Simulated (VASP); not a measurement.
# TiTe2 in VASP: settings compared

TiTe2 is run at these levels: r2SCAN, LDA; tasks: single point.

Everything below comes from runs of VASP 6.6.1. Logs are shortened: lines on timing, memory, paths and dates and some standing lists are left out, and cuts for length are marked.

### 1 The cell of the first run

It takes space group P-3m1 (No. 164, trigonal). Conventional cell: a = 3.777 Å, b = 3.777 Å, c = 6.498 Å, α = 90.00°, β = 90.00°, γ = 120.00°. Within 3.8 Å of Te (site symmetry 3m) lie 3 Ti at 2.77 Å and 9 Te at 3.78 Å. Within 3.8 Å of Ti (site symmetry -3m) lie 6 Te at 2.77 Å and 6 Ti at 3.78 Å.

### 2 Single point, r2SCAN, non-collinear spin, zero start, spin-orbit coupling

The input, POSCAR:

```
TiTe2
1.0
    3.7770000000      0.0000000000      0.0000000000
   -1.8885000000      3.2709779501      0.0000000000
    0.0000000000      0.0000000000      6.4980000000
Te Ti
2 1
Direct
    0.3333333333      0.6666666667      0.7372000000
    0.6666666667      0.3333333333      0.2628000000
    0.0000000000      0.0000000000      0.0000000000
```

The input, INCAR.step1:

```
PREC     = Accurate       # precision mode
ENCUT    = 520            # plane-wave cutoff, eV
ISMEAR   = -1             # smearing method
SIGMA    = 0.05           # smearing width, eV
LREAL    = False          # projectors in reciprocal space
LASPH    = True           # aspherical terms in the spheres
NELM     = 150            # most SCF steps
LNONCOLLINEAR= True           # non-collinear magnetism
MAGMOM   = 0 0 0 0 0 0 0 0 0 # initial moments
LSORBIT  = True           # spin-orbit coupling
GGA_COMPAT= False        
LMAXMIX  = 4              # l up to which the mixer works
NBANDS   = 37             # bands
GGA      = PE             # functional
ALGO     = Normal         # electronic algorithm
EDIFF    = 1E-4           # SCF threshold, eV
LWAVE    = True           # write WAVECAR
LCHARG   = False          # write CHGCAR
```

The input, INCAR.step2:

```
PREC     = Accurate       # precision mode
ENCUT    = 520            # plane-wave cutoff, eV
EDIFF    = 1E-7           # SCF threshold, eV
ISMEAR   = -1             # smearing method
SIGMA    = 0.05           # smearing width, eV
LREAL    = False          # projectors in reciprocal space
LASPH    = True           # aspherical terms in the spheres
NELM     = 150            # most SCF steps
ALGO     = Normal         # electronic algorithm
ISIF     = 2              # what is computed and relaxed
LWAVE    = False          # write WAVECAR
LCHARG   = True           # write CHGCAR
LNONCOLLINEAR= True           # non-collinear magnetism
MAGMOM   = 0 0 0 0 0 0 0 0 0 # initial moments
LORBIT   = 11             # projections on sites
LSORBIT  = True           # spin-orbit coupling
GGA_COMPAT= False        
LORBMOM  = True         
LMAXMIX  = 4              # l up to which the mixer works
METAGGA  = R2SCAN         # meta-GGA
LMIXTAU  = True         
LVHAR    = True         
NBANDS   = 37             # bands
ISTART   = 1
```

The input, KPOINTS:

```
Automatic mesh
0
Gamma
  6 6 3
```

Potentials or basis: VASP PAW PBE potentials, release 64 (Te, Ti_sv).

Command:

```console
$ cat potpaw_PBE.64/Te/POTCAR potpaw_PBE.64/Ti_sv/POTCAR > POTCAR
$ cp INCAR.step1 INCAR
$ mpirun -np 1 vasp_ncl > vasp.out
$ cp INCAR.step2 INCAR
$ mpirun -np 1 vasp_ncl > vasp.out
```

OUTCAR:

```text
PREC = Accurate
   ENCUT = 520
   EDIFF = 1E-7
   ISMEAR = -1
   LREAL = False
   LASPH = True
   NELM = 150
   ISIF = 2
   LNONCOLLINEAR = True
   LORBIT = 11
   LSORBIT = True
   METAGGA = R2SCAN
   ISTART = 1

 ion  position               nearest neighbor table
   1  0.333  0.667  0.737-   3 2.77   3 2.77   3 2.77
   2  0.667  0.333  0.263-   3 2.77   3 2.77   3 2.77
   3  0.000  0.000  0.000-   1 2.77   2 2.77   2 2.77   1 2.77   2 2.77   1 2.77

  LATTYP: Found a hexagonal cell.
 ALAT       =     3.7770000000
 C/A-ratio  =     1.7204130262

  Lattice vectors:

 A1 = (   3.7770000000,   0.0000000000,   0.0000000000)
 A2 = (  -1.8885000000,   3.2709779501,   0.0000000000)
 A3 = (   0.0000000000,   0.0000000000,   6.4980000000)

Analysis of symmetry for initial positions (statically):
=====================================================================
 Subroutine PRICEL returns:
 Original cell was already a primitive cell.

 Routine SETGRP: Setting up the symmetry group for a
 hexagonal supercell.

 Subroutine GETGRP returns: Found 12 space group operations
 (whereof 12 operations were pure point group operations)
 out of a pool of 24 trial point group operations.

The static configuration has the point symmetry D_3d.

Analysis of symmetry for dynamics (positions and initial velocities):
=====================================================================
 Subroutine PRICEL returns:
 Original cell was already a primitive cell.

 Routine SETGRP: Setting up the symmetry group for a
 hexagonal supercell.

 Subroutine GETGRP returns: Found 12 space group operations
 (whereof 12 operations were pure point group operations)
 out of a pool of 24 trial point group operations.

The dynamic configuration has the point symmetry D_3d.

Analysis of structural, dynamic, and magnetic symmetry:
=====================================================================
 Subroutine PRICEL returns:
 Original cell was already a primitive cell.

 Routine SETGRP: Setting up the symmetry group for a
 hexagonal supercell.

 Subroutine GETGRP returns: Found 12 space group operations
 (whereof 12 operations were pure point group operations)
 out of a pool of 24 trial point group operations.

The overall configuration has the point symmetry D_3d.

 Subroutine INISYM returns: Found 12 space group operations
 (whereof 12 operations are pure point group operations),
 and found     1 'primitive' translations

----------------------------------------------------------------------------------------

                                     Primitive cell
[... 829 lines left out ...]
      0.00000      0.00000      0.00000         0.000000      0.000000      0.000000
 -----------------------------------------------------------------------------------
    total drift:                                0.000000     -0.000000      0.000000

  FREE ENERGIE OF THE ION-ELECTRON SYSTEM (eV)
  ---------------------------------------------------
  free  energy   TOTEN  =       -66.4560845534 eV

  energy  without entropy=      -66.4428435384  energy(sigma->0) =      -66.44946405

 orbital moment (x)

 # of ion     p       d       tot
 ----------------------------------------
  1         0.000  -0.000   0.000
  2         0.000  -0.000   0.000
  3         0.000   0.000   0.000
 ----------------------------------------
            0.000   0.000   0.000

 orbital moment (y)

 # of ion     p       d       tot
 ----------------------------------------
  1        -0.000  -0.000  -0.000
  2         0.000  -0.000   0.000
  3         0.000   0.000   0.000
 ----------------------------------------
            0.000   0.000   0.000

 orbital moment (z)

 # of ion     p       d       tot
 ----------------------------------------
  1         0.000  -0.000  -0.000
  2         0.000  -0.000  -0.000
  3         0.000  -0.000  -0.000
 ----------------------------------------
            0.000  -0.000  -0.000

 Spin-Orbit-Coupling matrix elements

 Ion:    1  E_soc:     -0.1977278
 l=   1
     0.0000000    -0.0335715    -0.0315774
    -0.0335715     0.0000000    -0.0335715
    -0.0315774    -0.0335715     0.0000000
 l=   2
     0.0000000    -0.0000169     0.0000000    -0.0000169    -0.0000518
    -0.0000169     0.0000000    -0.0000223     0.0000203    -0.0000169
     0.0000000    -0.0000223     0.0000000    -0.0000223     0.0000000
    -0.0000169     0.0000203    -0.0000223     0.0000000    -0.0000169
    -0.0000518    -0.0000169     0.0000000    -0.0000169     0.0000000
 l=   3
     0.0000000     0.0000000     0.0000000     0.0000000     0.0000000     0.0000000     0.0000000
     0.0000000     0.0000000     0.0000000     0.0000000     0.0000000     0.0000000     0.0000000
     0.0000000     0.0000000     0.0000000     0.0000000     0.0000000     0.0000000     0.0000000
     0.0000000     0.0000000     0.0000000     0.0000000     0.0000000     0.0000000     0.0000000
[... 29 lines left out ...]
 l=   2
     0.0000000    -0.0001329     0.0000000    -0.0001329    -0.0002592
    -0.0001329     0.0000000    -0.0002113    -0.0002607    -0.0001329
     0.0000000    -0.0002113     0.0000000    -0.0002113     0.0000000
    -0.0001329    -0.0002607    -0.0002113     0.0000000    -0.0001329
    -0.0002592    -0.0001329     0.0000000    -0.0001329     0.0000000
 l=   3
     0.0000000     0.0000000     0.0000000     0.0000000     0.0000000     0.0000000     0.0000000
     0.0000000     0.0000000     0.0000000     0.0000000     0.0000000     0.0000000     0.0000000
     0.0000000     0.0000000     0.0000000     0.0000000     0.0000000     0.0000000     0.0000000
     0.0000000     0.0000000     0.0000000     0.0000000     0.0000000     0.0000000     0.0000000
     0.0000000     0.0000000     0.0000000     0.0000000     0.0000000     0.0000000     0.0000000
     0.0000000     0.0000000     0.0000000     0.0000000     0.0000000     0.0000000     0.0000000
     0.0000000     0.0000000     0.0000000     0.0000000     0.0000000     0.0000000     0.0000000

 total charge

# of ion       s       p       d       tot
------------------------------------------
    1        1.387   2.051   0.039   3.477
    2        1.387   2.051   0.039   3.477
    3        2.163   6.128   1.825  10.116
--------------------------------------------------
tot          4.938  10.230   1.902  17.070

 magnetization (x)

# of ion       s       p       d       tot
------------------------------------------
    1       -0.000   0.000   0.000   0.000
    2       -0.000   0.000   0.000   0.000
    3        0.000   0.000   0.000   0.000
--------------------------------------------------
tot         -0.000   0.000   0.000   0.000

 magnetization (y)

# of ion       s       p       d       tot
------------------------------------------
    1        0.000   0.000   0.000   0.000
    2        0.000   0.000  -0.000  -0.000
    3        0.000   0.000   0.000   0.000
--------------------------------------------------
tot          0.000   0.000   0.000   0.000

 magnetization (z)

# of ion       s       p       d       tot
------------------------------------------
    1        0.000   0.000   0.000   0.000
    2        0.000   0.000   0.000   0.000
    3        0.000  -0.000   0.000   0.000
--------------------------------------------------
tot          0.000  -0.000   0.000   0.000
```

OSZICAR.step1:

```text
N       E                     dE             d eps       ncg     rms          rms(c)
DAV:   1     0.222555875819E+03    0.22256E+03   -0.10133E+04  1266   0.122E+03
DAV:   2     0.749387876642E+01   -0.21506E+03   -0.20494E+03  1320   0.337E+02
DAV:   3    -0.165866520191E+02   -0.24081E+02   -0.23086E+02  1902   0.105E+02
DAV:   4    -0.185569507830E+02   -0.19703E+01   -0.19541E+01  1895   0.245E+01
DAV:   5    -0.186478083804E+02   -0.90858E-01   -0.90821E-01  1784   0.431E+00    0.128E+01
DAV:   6    -0.186964169124E+02   -0.48609E-01   -0.78013E+00  1652   0.385E+01    0.145E+01
DAV:   7    -0.166644271380E+02    0.20320E+01   -0.71339E+00  1542   0.341E+01    0.662E+00
DAV:   8    -0.164644895883E+02    0.19994E+00   -0.79750E-01  1416   0.719E+00    0.309E+00
DAV:   9    -0.164440845579E+02    0.20405E-01   -0.28615E-01  1625   0.536E+00    0.178E+00
DAV:  10    -0.164278899461E+02    0.16195E-01   -0.25976E-02  1476   0.191E+00    0.118E+00
DAV:  11    -0.164222901555E+02    0.55998E-02   -0.81798E-03  1648   0.107E+00    0.638E-01
DAV:  12    -0.164222159617E+02    0.74194E-04   -0.14042E-03  1551   0.290E-01    0.464E-01
DAV:  13    -0.164222098386E+02    0.61231E-05   -0.88661E-05  1055   0.793E-02
   1 F= -.16422210E+02 E0= -.16416693E+02  d E =-.110330E-01  mag=    -0.0000    -0.0000    -0.0000
```

Wall time 24 min (1 thread of Intel Xeon 8259CL, shared host); peak memory 0.46 GiB.

What came out:

```
Free energy                                           : -66.4561 eV
Pressure                                              : 1.1 GPa
Largest force                                         : 0.209 eV/Å
Net moment                                            : 0.00 μB per cell
Valence electrons inside the program's atomic spheres : Te 3.48; Ti 10.12
```

Forces on the atoms (eV/Å):
```
Te   0.000  0.000  0.209
Te   0.000  0.000 -0.209
Ti   0.000  0.000  0.000
```

Moments on the atoms (μB; x, y, z):
```
Te  0.00 0.00 0.00
Te  0.00 0.00 0.00
Ti  0.00 0.00 0.00
```

Caveat: the PAW data sets were made with another functional, which shifts forces and pressure a little.

### 3 Single point, LDA (the cell strained at random)

The input, INCAR:

```
SYSTEM = TiTe2
  PREC = Accurate
  ENCUT = 520
  EDIFF = 1E-7
  ISMEAR = -1
  SIGMA = 0.1
  LREAL = .FALSE.
  LASPH = .TRUE.
  NELM = 100
  ALGO = Normal
  ISIF = 2
  LWAVE = .FALSE.
  LCHARG = .TRUE.
  GGA = CA
  LELF = .TRUE.
  LVHAR = .TRUE.
  NBANDS = 19
```

The input, KPOINTS:

```
regular mesh
0
G
  8 8 4
  0 0 0
```

The input, POSCAR:

```
TiTe2
1.0
    3.8380760000     -0.0024330000     -0.0161160000
   -1.9211450000      3.2700100000     -0.0116680000
   -0.0277270000     -0.0391870000      6.3992250000
Te Ti
2 1
Direct
    0.3333333333      0.6666666667      0.7372000000
    0.6666666667      0.3333333333      0.2628000000
    0.0000000000      0.0000000000      0.0000000000
```

Potentials or basis: VASP PAW LDA potentials, release 64 (Te, Ti_sv).

Command:

```console
$ cat potpaw_LDA.64/Te/POTCAR potpaw_LDA.64/Ti_sv/POTCAR > POTCAR
$ mpirun -np 1 vasp_std > vasp.out
```

Run time: 6.7 min. Hardware: 1 thread of AMD EPYC 7R13, shared host; peak memory 0.28 GiB.

It converged, with:

| Quantity | Value |
| --- | --- |
| Free energy | -18.2867 eV |
| Pressure | -3.9 GPa |
| Largest force | 0.197 eV/Å |
| Band gap on the k mesh | zero (bands 12 and 13 overlap by 0.66 eV) |

Forces on the atoms (eV/Å):
```
Te  -0.057 -0.044  0.184
Te   0.057  0.044 -0.184
Ti   0.000  0.000  0.000
```

Stress tensor (GPa, compression positive):
```
-4.77  0.18  0.48
 0.18 -4.06  0.38
 0.48  0.38 -2.84
```

Levels at points of the mesh, in eV from the Fermi level:
```
           k point  band 10  band 11  band 12  band 13  band 14  band 15
(0.00, 0.00, 0.00)     0.33     0.39     0.40     0.79     0.95     1.08
(0.50, 0.00, 0.00)    -2.36    -1.69    -1.14     0.04     1.06     1.38
(0.00, 0.50, 0.00)    -2.35    -1.83    -1.32     0.06     1.09     1.41
(0.50, 0.50, 0.00)    -2.36    -1.70    -1.13     0.07     1.06     1.38
(0.00, 0.00, 0.50)    -1.62     0.32     0.39     0.59     0.75     1.05
(0.50, 0.00, 0.50)    -1.99    -0.92    -0.58    -0.26     1.06     1.35
(0.00, 0.50, 0.50)    -2.14    -0.77    -0.75    -0.20     1.09     1.38
(0.50, 0.50, 0.50)    -2.00    -0.84    -0.56    -0.24     1.06     1.36
```

Caveat: the cell differs from its parent crystal (the cell strained at random); the cell stands under tension; spin-orbit coupling is left out, which moves the levels of the heavy elements.
